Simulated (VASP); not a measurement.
Write the native input for VASP 6.6.1 that does the following.

```
Task                   : single point
Functional             : PBE
Potentials or basis    : VASP PAW PBE potentials, release 64 (Mo_sv)
Cutoff                 : 520 eV
k mesh                 : 20 × 20 × 1
Occupations            : gaussian, width 0.1 eV
Spin                   : no spin polarisation
Dipole correction      : yes
Further INCAR settings : ALGO = Normal; EDIFF = 1e-06; NBANDS = 21
```

The structure of Mo lies in POSCAR:

```
Mo
1.0
    2.8157812696      0.0000000000      0.0000000000
    0.0000000000      2.8157812696      0.0000000000
    0.0000000000      0.0000000000     26.6489088888
Mo
2
Direct
    0.0000000000      0.5000000000      0.2500485213
    0.5000000000      0.0000000000      0.3128263064
```

The cell was built from a structure type or drawn by symmetry, and may not be a known phase.

One way to write it, as run:

INCAR

```
ALGO = Normal
DIPOL = 0.5 0.5 0.281
EDIFF = 1E-6
ENCUT = 520
GGA = PE
IDIPOL = 3
ISIF = 2
ISMEAR = 0
LASPH = True
LCHARG = True
LDIPOL = True
LELF = True
LREAL = False
LVACPOTAV = True
LVHAR = True
LWAVE = False
NBANDS = 21
NELM = 100
PREC = Accurate
SIGMA = 0.1
```

KPOINTS

```
k-points
0
Gamma
  20 20 1
```

Potentials or basis: VASP PAW PBE potentials, release 64 (Mo_sv).

The run is started by

```console
$ cat potpaw_PBE.64/Mo_sv/POTCAR > POTCAR
$ mpirun -np 1 vasp_std > vasp.out
```

It gave:

| Property | Result |
| --- | --- |
| Largest force | 0.405 eV/Å |
| Band gap on the k mesh | zero (bands 14 and 15 overlap by 1.75 eV) |

Run time: 9.8 min on 1 thread of Intel Xeon 8259CL (shared host), peak memory 0.48 GiB.
